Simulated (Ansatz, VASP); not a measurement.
**One calculation of Li3Pt, two programs**

INCAR

```
SYSTEM = Li3Pt
PREC = Accurate ; ENCUT = 520
EDIFF = 1E-6 ; ISMEAR = -1
SIGMA = 0.1 ; LREAL = .False.
LASPH = .True. ; NELM = 80
ALGO = Normal ; ISIF = 2
LWAVE = .False. ; LCHARG = .False.
NBANDS = 18
```

File KPOINTS:

```
Automatic mesh
0
Gamma
  5 5 6
  0 0 0
```

File POSCAR:

```
Li3Pt
1.0
   -1.9642800000      1.9642800000      3.6403000000
    1.9642800000     -1.9642800000      3.6403000000
    1.9642800000      1.9642800000     -3.6403000000
Li Pt
3 1
Direct
    0.7464800000      0.2309100000      0.4840600000
    0.2619700000      0.7763072609      0.5420872609
    0.5201100000      0.5072200000      0.0147200000
    0.0048900000      0.9847300000      0.9852100000
```

Input for Ansatz:

```yaml
crystal:
  lattice:
    - [-1.96428, 1.96428, 3.6403]
    - [1.96428, -1.96428, 3.6403]
    - [1.96428, 1.96428, -3.6403]
  atoms:
    - { symbol: Li, position: [0.74648, 0.23091, 0.48406] }
    - { symbol: Li, position: [0.26197, 0.7763072608793044, 0.5420872608793044] }
    - { symbol: Li, position: [0.52011, 0.50722, 0.01472] }
    - { symbol: Pt, position: [0.00489, 0.98473, 0.98521] }
basis:
  ecutwfc: 540.0
  xc_grid: 2
kpoints:
  mp_grid:
    grid: [5, 5, 6]
hamiltonian:
  xc: lda
scf:
  convergence:
    dr2_threshold: 1.0e-09
  occupations:
    method: fermi_dirac
    width: 0.1
output:
  forces: true
  stress: true
```

Alike in both runs: task single point; functional LDA; k mesh 5 × 5 × 6; occupations fermi-dirac, width 0.1 eV; no spin polarisation.

|  | VASP | Ansatz |
| --- | --- | --- |
| version | VASP 6.6.1 | Ansatz 0.2.0 |
| potentials or method | VASP PAW LDA potentials, release 64 (Li_sv, Pt), cutoff 520 eV | plane waves, PAW |
| valence electrons in the cell | 19 | 27 |

|  | VASP | Ansatz | Ansatz less VASP |
| --- | --- | --- | --- |
| rms of the force components (eV/Å) | 0.212 | 0.210 | -0.0021 |

LDA's correlation is that of Perdew and Zunger in VASP and of Perdew and Wang (1992) in Ansatz. Atom by atom the forces differ by 0.002 eV/Å (rms over components). VASP's potentials hold 19 valence electrons a cell and Ansatz's 27, so a difference there can come from the potentials and not from the codes. Ansatz's warnings: stress scf threshold loose.

The k mesh is coarse, so the values compare programs but aren't converged. Spin-orbit coupling is off throughout. Noted on VASP's run: the cutoff is short for stress, so the pressure is rough.
